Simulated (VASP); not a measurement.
Write the native input for VASP 6.6.1 that does the following.

```yaml
Task: single point
Functional: r2SCAN
Potentials_or_basis: VASP PAW PBE potentials, release 64 (Cd, Se)
Cutoff: 520 eV
k_mesh: 6 × 6 × 6
Occupations: gaussian, width 0.01 eV
Spin: no spin polarisation
Dipole_correction: no
Further_INCAR_settings: ALGO = Normal; EDIFF = 1e-06; NBANDS = 16
```

The system is CdSe.

```
Cd Se
1.0
     3.05144    3.05144    0.00000
    -3.05144    3.05144    0.00000
     0.00000    3.05144    3.08819
Cd Se
1 1
Direct
  0.00000 0.00000 0.00000
  0.75000 0.25000 0.50000
```

This cell differs from its parent crystal: film at in-plane strain -0.005.

These files were run (other wordings do the same):

POSCAR

```
CdSe
1.0
    3.0514448479      3.0514448479      0.0000000000
   -3.0514448479      3.0514448479      0.0000000000
    0.0000000000      3.0514448479      3.0881932778
Cd Se
1 1
Direct
    0.0000000000      0.0000000000      0.0000000000
    0.7500000000      0.2500000000      0.5000000000
```

INCAR.step1

```
  ALGO = Normal
  EDIFF = 1E-4
  ENCUT = 520
  GGA = PE
  ISMEAR = 0
  LASPH = True
  LCHARG = False
  LREAL = False
  LWAVE = True
  NBANDS = 16
  NELM = 60
  PREC = Accurate
  SIGMA = 0.01
```

INCAR.step2

```
  ALGO = Normal
  EDIFF = 1E-6
  ENCUT = 520
  ISIF = 2
  ISMEAR = 0
  ISTART = 1
  LASPH = True
  LCHARG = False
  LMIXTAU = True
  LREAL = False
  LWAVE = False
  METAGGA = R2SCAN
  NBANDS = 16
  NELM = 60
  PREC = Accurate
  SIGMA = 0.01
```

KPOINTS

```
k-points
0
Gamma
  6 6 6
```

Potentials or basis: VASP PAW PBE potentials, release 64 (Cd, Se).

Run with:

```bash
$ cat potpaw_PBE.64/Cd/POTCAR potpaw_PBE.64/Se/POTCAR > POTCAR
$ cp INCAR.step1 INCAR
$ mpirun -np 1 vasp_std > vasp.out
$ cp INCAR.step2 INCAR
$ mpirun -np 1 vasp_std > vasp.out
```

It gave:

The pressure is 0.4 GPa and the band gap on the k mesh is 1.02 eV, direct.

Caveat: the cell differs from its parent crystal (film at in-plane strain -0.005); the PAW data sets were made with another functional, which shifts forces and pressure a little.

Wall time 36 s on 1 thread of Intel(R) Xeon(R) 6975P-C (Granite Rapids) (shared host), peak memory 0.19 GiB.
